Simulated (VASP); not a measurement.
Input of a VASP 6.6.1 run:

The input INCAR:

```
ALGO = Normal
EDIFF = 1E-7
ENCUT = 520
ISIF = 2
ISMEAR = 0
LASPH = True
LCHARG = False
LREAL = False
LWAVE = False
NBANDS = 16
NELM = 80
PREC = Accurate
SIGMA = 0.15
```

KPOINTS

```
k-points
0
Gamma
  16 16 16
```

File POSCAR:

```
ZrS
1.0
    0.0000000000      2.6906250000      2.6250000000
    2.6250000000      0.0000000000      2.6250000000
    2.6250000000      2.6906250000      0.0000000000
Zr S
1 1
Direct
    0.0000000000      0.0000000000      0.0000000000
    0.5000000000      0.5000000000      0.5000000000
```

Potentials or basis: VASP PAW LDA potentials, release 64 (Zr_sv, S).

Run with:

```bash
$ cat potpaw_LDA.64/Zr_sv/POTCAR potpaw_LDA.64/S/POTCAR > POTCAR
$ mpirun -np 1 vasp_std > vasp.out
```

Task: Predict the pressure.

Result: -11.3 GPa.

Task: Predict the band gap on the k mesh.

Result: Zero (band 9 reaches 11.56 eV, above the bottom of band 10 at 8.99 eV).

Stress tensor (GPa, compression positive):
```
 -9.83   0.00   0.00
  0.00 -14.33   0.00
  0.00   0.00  -9.83
```

Caveat: the cell differs from its parent crystal (strain +0.0250 x Voigt [0, 1, 0, 0, 0, 0]).
